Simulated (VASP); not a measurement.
Runs of VASP 6.6.1 on TaTeP. The structure is that of space group P4/mmm (No. 123), or close to it. The cells are those of the table. 

```tsv
task	cell	k mesh	cutoff (eV)	gap on the mesh (eV)	pressure (GPa)	relaxed volume (Å³/atom)
relaxation of cell and atoms	relaxed from a = 4.502, b = 4.502, c = 7.147 Å, 3 atoms	4 × 4 × 4	600	none	0.0	(b)
single point	a = 3.483, b = 3.483, c = 5.666 Å, 3 atoms	14 × 14 × 8	520	none	0.0	-
relaxation of cell and atoms	relaxed from a = 3.478, b = 3.478, c = 5.693 Å, 3 atoms	14 × 14 × 8	600	none	0.0	22.91
single point	a = 3.478, b = 3.478, c = 5.693 Å, 3 atoms	6 × 6 × 4	520	none	0.0	-
relaxation of cell and atoms	relaxed from a = 3.464, b = 3.464, c = 5.765 Å, 3 atoms	6 × 6 × 4	600	none	0.0	22.95
single point	a = 4.502, b = 4.502, c = 7.147 Å, 3 atoms	4 × 4 × 4	520	none	-13.8	-
single point	a = 3.464, b = 3.464, c = 5.765 Å, 3 atoms	4 × 4 × 4	520	none	(a)	-
```

Alike in all rows: level PBE; potentials or basis VASP PAW PBE potentials, release 64 (Ta_pv, Te, P); no spin polarisation; smearing gaussian 0.1 eV.

Q: Estimate the missing entries.

A: (a) -0.1; (b) 23.06.

Caveats: some runs use coarse meshes; spin-orbit coupling is left out, which moves the levels of the heavy elements; the volume moved by over 15 % at a fixed basis, so the end points are rough (some runs).

A k mesh can miss the band edges, and the runs leave out spin-orbit coupling on Ta, Te.

A gap of «none» marks levels without a gap at the run's occupations.
